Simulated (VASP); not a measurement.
Write the native input for VASP 6.6.1 that does the following.

| Item | Value |
| --- | --- |
| Task | single point |
| Functional | PBE |
| Potentials or basis | VASP PAW PBE potentials, release 64 (Si, Br) |
| Cutoff | 520 eV |
| k mesh | 4 × 4 × 4 |
| Occupations | gaussian, width 0.1 eV |
| Spin | no spin polarisation |
| Dipole correction | no |
| Further INCAR settings | ALGO = Normal; EDIFF = 1e-07; NBANDS = 18 |

The structure of Si3Br lies in POSCAR:

```
Si3Br
1.0
    4.2358123072      0.0000000000      0.0000000000
    0.0000000000      4.2358123072      0.0000000000
    0.0000000000      0.0000000000      4.2358123072
Si Br
3 1
Direct
    0.5000000000      0.0000000000      0.0000000000
    0.0000000000      0.5000000000      0.0000000000
    0.0000000000      0.0000000000      0.5000000000
    0.5000000000      0.5000000000      0.5000000000
```

The cell was built from a structure type or drawn by symmetry, and may not be a known phase.

The input as run:

INCAR

```
SYSTEM = Si3Br
PREC = Accurate
ENCUT = 520
EDIFF = 1E-7
ISMEAR = 0
SIGMA = 0.1
LREAL = .FALSE.
LASPH = .TRUE.
NELM = 100
ALGO = Normal
ISIF = 2
LWAVE = .FALSE.
LCHARG = .TRUE.
GGA = PE
LELF = .TRUE.
LVHAR = .TRUE.
NBANDS = 18
```

KPOINTS

```
regular mesh
0
G
  4 4 4
  0 0 0
```

Potentials or basis: VASP PAW PBE potentials, release 64 (Si, Br).

Launch:

```sh
$ cat potpaw_PBE.64/Si/POTCAR potpaw_PBE.64/Br/POTCAR > POTCAR
$ mpirun -np 1 vasp_std > vasp.out
```

Results of the run:

The pressure is 0.4 GPa and the band gap on the k mesh is zero (an odd number of electrons rules out a gap without spin polarisation).

Caveat: the k points lie up to 0.37 Å⁻¹ apart, too coarse for converged energies and pressures of a metal; an odd number of electrons without spin polarisation forces a metal; a magnetic or distorted state may lie lower.

Wall time 5.5 s on 1 thread of Intel(R) Xeon(R) 6975P-C (Granite Rapids) (shared host), peak memory 0.17 GiB.
